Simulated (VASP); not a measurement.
# Tl (P6_3/mmc) in VASP: notebook

Runs on Tl. Level: PBE. Tasks: single point, relaxation of shape and atoms at fixed volume.

All numbers are computed with VASP 6.6.1; they aren't measurements. Logs are shortened: lines on timing, memory, paths and dates and some standing lists are left out, and cuts for length are marked.

## Step 1: The cell of the first run

It takes space group P6_3/mmc (No. 194, hexagonal). The conventional cell has a = 3.590 Å, b = 3.590 Å, c = 5.641 Å, α = 90.00°, β = 90.00°, γ = 120.00°. Tl (site symmetry -6m2) has 12 Tl at 3.50 to 3.59 Å within 4.6 Å.

## Step 2: Single point, PBE

INCAR

```
SYSTEM = Tl
  PREC = Accurate
  ENCUT = 520
  EDIFF = 1E-6
  ISMEAR = -1
  SIGMA = 0.1
  LREAL = .False.
  LASPH = .True.
  NELM = 80
  ALGO = Normal
  ISIF = 2
  LWAVE = .False.
  LCHARG = .True.
  GGA = PE
  LELF = .True.
  LVHAR = .True.
  NBANDS = 20
```

KPOINTS

```
regular mesh
0
Gamma
  14 14 8
  0 0 0
```

POSCAR

```
Tl
1.0
    3.5898725373      0.0000000000      0.0000000000
   -1.7949362687      3.1089208137      0.0000000000
    0.0000000000      0.0000000000      5.6412685743
Tl
2
Direct
    0.3333333333      0.6666666667      0.2500000000
    0.6666666667      0.3333333333      0.7500000000
```

Potentials or basis: VASP PAW PBE potentials, release 64 (Tl_d).

On the command line:

```console
$ cat potpaw_PBE.64/Tl_d/POTCAR > POTCAR
$ mpirun -np 1 vasp_std > vasp.out
```

OUTCAR:

```text
SYSTEM = Tl
   PREC = Accurate
   ENCUT = 520
   EDIFF = 1E-6
   ISMEAR = -1
   LREAL = .False.
   LASPH = .True.
   NELM = 80
   ISIF = 2
   GGA = PE

 ion  position               nearest neighbor table
   1  0.333  0.667  0.250-   2 3.50   2 3.50   2 3.50   2 3.50   2 3.50   2 3.50
   2  0.667  0.333  0.750-   1 3.50   1 3.50   1 3.50   1 3.50   1 3.50   1 3.50

  LATTYP: Found a hexagonal cell.
 ALAT       =     3.5898725373
 C/A-ratio  =     1.5714397978

  Lattice vectors:

 A1 = (   3.5898725373,   0.0000000000,   0.0000000000)
 A2 = (  -1.7949362687,   3.1089208137,   0.0000000000)
 A3 = (   0.0000000000,   0.0000000000,   5.6412685743)

Analysis of symmetry for initial positions (statically):
=====================================================================
 Subroutine PRICEL returns:
 Original cell was already a primitive cell.

 Routine SETGRP: Setting up the symmetry group for a
 hexagonal supercell.

 Subroutine GETGRP returns: Found 24 space group operations
 (whereof 12 operations were pure point group operations)
 out of a pool of 24 trial point group operations.

The static configuration has the point symmetry D_3d.
 The point group associated with its full space group is D_6h.

Analysis of symmetry for dynamics (positions and initial velocities):
=====================================================================
 Subroutine PRICEL returns:
 Original cell was already a primitive cell.

 Routine SETGRP: Setting up the symmetry group for a
 hexagonal supercell.

 Subroutine GETGRP returns: Found 24 space group operations
 (whereof 12 operations were pure point group operations)
 out of a pool of 24 trial point group operations.

The dynamic configuration has the point symmetry D_3d.
 The point group associated with its full space group is D_6h.

 Subroutine INISYM returns: Found 24 space group operations
 (whereof 12 operations are pure point group operations),
 and found     1 'primitive' translations

----------------------------------------------------------------------------------------

                                     Primitive cell

  volume of cell :      62.9601

  direct lattice vectors                    reciprocal lattice vectors
     3.589872537  0.000000000  0.000000000     0.278561422  0.160827512  0.000000000
    -1.794936269  3.108920814  0.000000000     0.000000000  0.321655024  0.000000000
     0.000000000  0.000000000  5.641268574     0.000000000  0.000000000  0.177265093

  length of vectors
     3.589872537  3.589872537  5.641268574     0.321655024  0.321655024  0.177265093

  position of ions in fractional coordinates (direct lattice)
     0.333333333  0.666666667  0.250000000
     0.666666667  0.333333333  0.750000000

  ion indices of the primitive-cell ions
   primitive index   ion index
                 1           1
                 2           2

----------------------------------------------------------------------------------------

 KPOINTS: regular mesh

Automatic generation of k-mesh.
 Grid dimensions read from file:
 generate k-points for:   14   14    8

 Generating k-lattice:

  Cartesian coordinates                     Fractional coordinates (reciprocal lattice)
     0.019897244  0.011487679  0.000000000     0.071428571  0.000000000  0.000000000
     0.000000000  0.022975359  0.000000000     0.000000000  0.071428571  0.000000000
     0.000000000  0.000000000  0.022158137     0.000000000  0.000000000  0.125000000

  Length of vectors
     0.022975359  0.022975359  0.022158137

  Shift w.r.t. Gamma in fractional coordinates (k-lattice)
     0.000000000  0.000000000  0.000000000

 Subroutine IBZKPT returns following result:
 ===========================================

 Found    120 irreducible k-points:

 Following reciprocal coordinates:
            Coordinates               Weight
  0.000000  0.000000  0.000000      1.000000
  0.071429  0.000000  0.000000      6.000000
  0.142857  0.000000  0.000000      6.000000
  0.214286  0.000000  0.000000      6.000000
  0.285714 -0.000000  0.000000      6.000000
  0.357143 -0.000000  0.000000      6.000000
[... 16 lines left out ...]
  0.285714  0.285714  0.000000      6.000000
  0.357143  0.285714  0.000000      6.000000
 [... further k-points ...]
   k-points           NKPTS =    120   k-points in BZ     NKDIM =    120   number of bands    NBANDS=     20
   number of dos      NEDOS =    301   number of ions     NIONS =      2
   total plane-waves  NPLWV =  32928
   dimension x,y,z NGX =    28 NGY =   28 NGZ =   42
   dimension x,y,z NGXF=    56 NGYF=   56 NGZF=   84
   ions per type =               2
   NGX,Y,Z   is equivalent  to a cutoff of  12.97, 12.97, 12.38 a.u.
   NGXF,Y,Z  is equivalent  to a cutoff of  25.93, 25.93, 24.75 a.u.
 SYSTEM =  Tl
   PREC   = accura    normal or accurate (medium, high low for compatibility)
   ISTART =      0    job   : 0-new  1-cont  2-samecut
   ICHARG =      2    charge: 1-file 2-atom 10-const
[... 80 lines left out ...]
      6      -5.7841      2.00000
[... 12 lines left out ...]
     19      16.0024      0.00000
     20      16.2572      0.00000

 k-point     3 :       0.1429    0.0000    0.0000
  band No.  band energies     occupation
      1      -5.9857      2.00000
      2      -5.8869      2.00000
      3      -5.8070      2.00000
      4      -5.8040      2.00000
      5      -5.8003      2.00000
      6      -5.7791      2.00000
[... 12 lines left out ...]
     19      15.3017      0.00000
     20      17.1743      0.00000

 k-point     4 :       0.2143    0.0000    0.0000
  band No.  band energies     occupation
      1      -6.0071      2.00000
      2      -5.8742      2.00000
      3      -5.8498      2.00000
      4      -5.8281      2.00000
      5      -5.7995      2.00000
      6      -5.7114      2.00000
[... 12 lines left out ...]
     19      14.6807      0.00000
     20      16.5049      0.00000

 k-point     5 :       0.2857   -0.0000    0.0000
  band No.  band energies     occupation
      1      -6.0477      2.00000
      2      -5.9031      2.00000
      3      -5.8802      2.00000
      4      -5.8569      2.00000
      5      -5.7668      2.00000
      6      -5.6401      2.00000
[... 12 lines left out ...]
     19      14.1415      0.00000
     20      15.8778      0.00000

 k-point     6 :       0.3571   -0.0000    0.0000
  band No.  band energies     occupation
      1      -6.0862      2.00000
      2      -5.9549      2.00000
      3      -5.9005      2.00000
      4      -5.8813      2.00000
      5      -5.7287      2.00000
      6      -5.6686      2.00000
[... 12 lines left out ...]
     19      13.6557      0.00000
     20      15.4256      0.00000

 k-point     7 :       0.4286    0.0000    0.0000
  band No.  band energies     occupation
      1      -6.1127      2.00000
      2      -5.9920      2.00000
      3      -5.9175      2.00000
      4      -5.8975      2.00000
      5      -5.7027      2.00000
      6      -5.6888      2.00000
[... 12 lines left out ...]
     19      13.3331      0.00000
     20      15.1525      0.00000
[... 277 lines left out ...]
 k-point    20 :       0.2143    0.2143    0.0000
  band No.  band energies     occupation
      1      -5.9827      2.00000
      2      -5.9377      2.00000
      3      -5.9360      2.00000
      4      -5.8573      2.00000
      5      -5.7109      2.00000
      6      -5.6797      2.00000
[... 12 lines left out ...]
     19      13.5174      0.00000
     20      17.2203      0.00000

 k-point    21 :       0.2857    0.2143    0.0000
  band No.  band energies     occupation
      1      -6.0236      2.00000
      2      -5.9592      2.00000
      3      -5.8850      2.00000
      4      -5.8520      2.00000
      5      -5.7114      2.00000
      6      -5.6901      2.00000
[... 12 lines left out ...]
     19      12.9477      0.00000
     20      17.2494      0.00000

 k-point    22 :       0.3571    0.2143    0.0000
  band No.  band energies     occupation
      1      -6.0462      2.00000
      2      -5.9716      2.00000
      3      -5.8486      2.00000
      4      -5.8442      2.00000
      5      -5.7335      2.00000
      6      -5.6781      2.00000
[... 12 lines left out ...]
     19      12.6915      0.00000
     20      17.1386      0.00000

 k-point    23 :       0.2857    0.2857    0.0000
  band No.  band energies     occupation
      1      -6.0515      2.00000
      2      -5.8918      2.00000
      3      -5.8842      2.00000
      4      -5.8293      2.00000
      5      -5.7454      2.00000
      6      -5.6924      2.00000
[... 12 lines left out ...]
     19      12.3109      0.00000
     20      19.0386      0.00000

 k-point    24 :       0.3571    0.2857    0.0000
  band No.  band energies     occupation
      1      -6.0614      2.00000
      2      -5.8907      2.00000
      3      -5.8419      2.00000
      4      -5.8113      2.00000
      5      -5.7674      2.00000
      6      -5.7299      2.00000
[... 12 lines left out ...]
     19      12.1008      0.00000
     20      19.0371      0.00000

 [... further k-points ...]

------------------------ aborting loop because EDIFF is reached ----------------------------------------

  FORCE on cell =-STRESS in cart. coord.  units (eV):
  Direction    XX          YY          ZZ          XY          YZ          ZX
  --------------------------------------------------------------------------------------
  -------------------------------------------------------------------------------------
  Total       -0.0223007     -0.0223007     -0.0274468      0.0000000     -0.0000000     -0.0000000
  in kB       -0.5674964     -0.5674964     -0.6984532      0.0000000     -0.0000000     -0.0000000
  external PRESSURE =      -0.6111486 kB  Pullay stress =       0.0000000 kB

 VOLUME and BASIS-vectors are now :
 -----------------------------------------------------------------------------
  energy-cutoff  :      520.00
  volume of cell :       62.96
      direct lattice vectors                 reciprocal lattice vectors
     3.589872537  0.000000000  0.000000000     0.278561422  0.160827512  0.000000000
    -1.794936269  3.108920814  0.000000000     0.000000000  0.321655024  0.000000000
     0.000000000  0.000000000  5.641268574     0.000000000  0.000000000  0.177265093

 POSITION                                       TOTAL-FORCE (eV/Angst)
 -----------------------------------------------------------------------------------
     -0.00000      2.07261      1.41032        -0.000000     -0.000000      0.000000
      1.79494      1.03631      4.23095         0.000000      0.000000      0.000000
 -----------------------------------------------------------------------------------
    total drift:                               -0.000000      0.000000      0.000000

  FREE ENERGIE OF THE ION-ELECTRON SYSTEM (eV)
  ---------------------------------------------------
  free  energy   TOTEN  =        -4.4645285473 eV

  energy  without entropy=       -4.4297513556  energy(sigma->0) =       -4.44713995
```

Run time: 78 s. Hardware: 1 thread of Oxide Virtual Turin-like, shared host; peak memory 0.22 GiB.

What came out:

| Property | Result |
| --- | --- |
| Free energy | -4.4645 eV |
| Pressure | -0.1 GPa |
| Band gap on the k mesh | zero (bands 13 and 14 overlap by 5.29 eV) |

Levels at points of the mesh, in eV from the Fermi level:
```
           k point  band 11  band 12  band 13  band 14  band 15  band 16
(0.00, 0.00, 0.00)    -9.46    -5.04    -2.45     7.12     7.12     9.05
(0.50, 0.00, 0.00)    -5.81    -4.67    -0.75     0.60     1.30     3.53
(0.00, 0.00, 0.50)    -8.14    -8.14     3.22     3.22     8.05     8.05
(0.50, 0.00, 0.50)    -4.86    -4.86    -2.01    -2.01     5.08     5.08
```

Caveat: spin-orbit coupling is left out, which moves the levels of the heavy elements.

## Step 3: Single point, PBE (31.48 Å³/atom)

INCAR

```
  PREC = Accurate
  ENCUT = 520
  EDIFF = 1E-7
  ISMEAR = -1
  SIGMA = 0.1
  LREAL = False
  LASPH = True
  NELM = 60
  ALGO = Normal
  ISIF = 2
  LWAVE = False
  LCHARG = False
  GGA = PE
  NBANDS = 20
```

KPOINTS

```
Automatic mesh
0
Gamma
  14 14 8
```

POSCAR is that of step 2.

Potentials or basis: VASP PAW PBE potentials, release 64 (Tl_d).

On the command line:

```console
$ cat potpaw_PBE.64/Tl_d/POTCAR > POTCAR
$ mpirun -np 1 vasp_std > vasp.out
```

Wall time 72 s (1 thread of Oxide Virtual Turin-like, shared host); peak memory 0.22 GiB.

The run converged. Its results:

```yaml
Free_energy: -4.4645 eV
Pressure: -0.1 GPa
Band_gap_on_the_k_mesh: zero (bands 13 and 14 overlap by 5.29 eV)
```

Levels at points of the mesh, in eV from the Fermi level:
```
           k point  band 11  band 12  band 13  band 14  band 15  band 16
(0.00, 0.00, 0.00)    -9.46    -5.04    -2.45     7.12     7.12     9.05
(0.50, 0.00, 0.00)    -5.81    -4.67    -0.75     0.60     1.30     3.53
(0.00, 0.00, 0.50)    -8.14    -8.14     3.22     3.22     8.05     8.05
(0.50, 0.00, 0.50)    -4.86    -4.86    -2.01    -2.01     5.08     5.08
```

Caveat: spin-orbit coupling is left out, which moves the levels of the heavy elements.

## Step 4: Relaxation of shape and atoms at fixed volume, PBE

This run uses another cell than the first one, of 12.59 Å³/atom.

INCAR

```
PREC = Accurate ; ENCUT = 600
EDIFF = 1E-6 ; ISMEAR = -1
SIGMA = 0.1 ; LREAL = False
LASPH = True ; NELM = 100
ALGO = Normal ; ISIF = 4
LWAVE = False ; LCHARG = False
GGA = PE ; IBRION = 2
NSW = 50 ; EDIFFG = -0.005
```

KPOINTS

```
regular mesh
0
Gamma
  14 14 8
```

POSCAR

```
Tl
1.0
    2.6450407007      0.0000000000      0.0000000000
   -1.3225203504      2.2906724409      0.0000000000
    0.0000000000      0.0000000000      4.1565222240
Tl
2
Direct
    0.3333333333      0.6666666667      0.2500000000
    0.6666666667      0.3333333333      0.7500000000
```

On the command line:

```console
$ cat potpaw_PBE.64/Tl_d/POTCAR > POTCAR
$ mpirun -np 1 vasp_std > vasp.out
```

Wall time 2.5 min (1 thread of Oxide Virtual Turin-like, shared host); peak memory 0.16 GiB.

The run converged. Its results:

* Free energy: 8.8737 eV
* Energy gained by relaxing: 20.2 meV/atom
* Ionic steps: 5
* Pressure after relaxing: 295.5 GPa
* Band gap on the k mesh: zero (bands 13 and 14 overlap by 9.52 eV)

Stress tensor (GPa, compression positive):
```
295.42   0.00   0.00
  0.00 295.42   0.00
  0.00   0.00 295.51
```

The path:
```csv
step,energy change (eV),largest force (eV/Å),pressure (GPa),volume (Å³)
1,0.0000,0.0000,296.04,25.18
2,0.0080,0.0000,296.35,25.18
3,-0.0403,0.0000,295.45,25.18
4,-0.0403,0.0000,295.46,25.18
5,-0.0403,0.0000,295.45,25.18
```

Final structure:
```
Tl
1.0
     2.61013    0.00000    0.00000
    -1.30506    2.26044    0.00000
     0.00000    0.00000    4.26846
Tl
2
Cartesian
  0.0000 1.5070 1.0671
  1.3051 0.7535 3.2013
```

Levels at points of the mesh, in eV from the Fermi level:
| k point | band 10 | band 11 | band 12 | band 13 | band 14 | band 15 | band 16 | band 17 |
| --- | --- | --- | --- | --- | --- | --- | --- | --- |
| (0.00, 0.00, 0.00) | -13.24 | -13.24 | -9.20 | -4.80 | 8.49 | 10.41 | 11.16 | 13.94 |
| (0.50, 0.00, 0.00) | -12.72 | -8.51 | -7.01 | -0.74 | 0.77 | 1.58 | 4.07 | 5.83 |
| (0.00, 0.00, 0.50) | -13.82 | -13.82 | -13.82 | 5.46 | 5.46 | 8.94 | 8.94 | 13.64 |
| (0.50, 0.00, 0.50) | -12.82 | -7.74 | -7.74 | -3.49 | -3.49 | 8.10 | 8.10 | 8.29 |

Caveat: spin-orbit coupling is left out, which moves the levels of the heavy elements.

## Step 5: Relaxation of shape and atoms at fixed volume, PBE

This run uses another cell than the first one, of 15.74 Å³/atom.

INCAR

```
SYSTEM = Tl
  ALGO = Normal
  EDIFF = 1E-7
  EDIFFG = -0.005
  ENCUT = 600
  GGA = PE
  IBRION = 2
  ISIF = 4
  ISMEAR = -1
  LASPH = .True.
  LCHARG = .False.
  LREAL = .False.
  LWAVE = .False.
  NELM = 60
  NSW = 50
  PREC = Accurate
  SIGMA = 0.1
```

KPOINTS

```
k-points
0
Gamma
  14 14 8
  0 0 0
```

POSCAR

```
Tl
1.0
    2.8492837211      0.0000000000      0.0000000000
   -1.4246418606      2.4675520851      0.0000000000
    0.0000000000      0.0000000000      4.4774778346
Tl
2
Direct
    0.3333333333      0.6666666667      0.2500000000
    0.6666666667      0.3333333333      0.7500000000
```

On the command line:

```console
$ cat potpaw_PBE.64/Tl_d/POTCAR > POTCAR
$ mpirun -np 1 vasp_std > vasp.out
```

Run time: 2.2 min. Hardware: 1 thread of Oxide Virtual Turin-like, shared host; peak memory 0.17 GiB.

It converged, with:

```yaml
Free_energy: 1.2530 eV
Energy_gained_by_relaxing: 13.6 meV/atom
Ionic_steps: 3
Pressure_after_relaxing: 121.4 GPa
Band_gap_on_the_k_mesh: zero (bands 13 and 14 overlap by 9.12 eV)
```

The path:
| step | energy change (eV) | largest force (eV/Å) | pressure (GPa) | volume (Å³) |
| --- | --- | --- | --- | --- |
| 1 | 0.0000 | 0.0000 | 121.56 | 31.48 |
| 2 | -0.0270 | 0.0000 | 121.34 | 31.48 |
| 3 | -0.0271 | 0.0000 | 121.36 | 31.48 |

Final structure:
```
Tl
1.0
     2.80637    0.00000    0.00000
    -1.40319    2.43039    0.00000
     0.00000    0.00000    4.61544
Tl
2
Direct
  0.33333 0.66667 0.25000
  0.66667 0.33333 0.75000
```

Levels at points of the mesh, in eV from the Fermi level:
```tsv
k point	band 10	band 11	band 12	band 13	band 14	band 15	band 16	band 17
(0.00, 0.00, 0.00)	-12.22	-12.22	-6.94	-5.21	9.97	11.51	12.08	12.58
(0.50, 0.00, 0.00)	-11.90	-7.11	-6.56	-0.34	0.66	0.95	4.54	5.24
(0.00, 0.00, 0.50)	-12.60	-12.60	-12.60	4.72	4.72	10.18	10.18	13.24
(0.50, 0.00, 0.50)	-11.96	-5.95	-5.95	-3.80	-3.80	7.76	7.76	8.11
```

Caveat: spin-orbit coupling is left out, which moves the levels of the heavy elements.

## Step 6: Summary

| task | cell | cutoff (eV) | gap on the mesh (eV) | pressure (GPa) |
| --- | --- | --- | --- | --- |
| single point | a = 3.590, b = 3.590, c = 5.641 Å, angles 90.0, 90.0, 120.0°, 2 atoms | 520 | none | -0.1 |
| relaxation of shape and atoms at fixed volume | relaxed from a = 2.645, b = 2.645, c = 4.157 Å, angles 90.0, 90.0, 120.0°, 2 atoms | 600 | none | 295.5 |
| relaxation of shape and atoms at fixed volume | relaxed from a = 2.849, b = 2.849, c = 4.477 Å, angles 90.0, 90.0, 120.0°, 2 atoms | 600 | none | 121.4 |

Alike in all rows: level PBE; potentials or basis VASP PAW PBE potentials, release 64 (Tl_d); no spin polarisation; k mesh 14 × 14 × 8; smearing fermi-dirac 0.1 eV.

Caveats: spin-orbit coupling is left out, which moves the levels of the heavy elements.

Absolute energies hang on the potentials; compare differences alone.
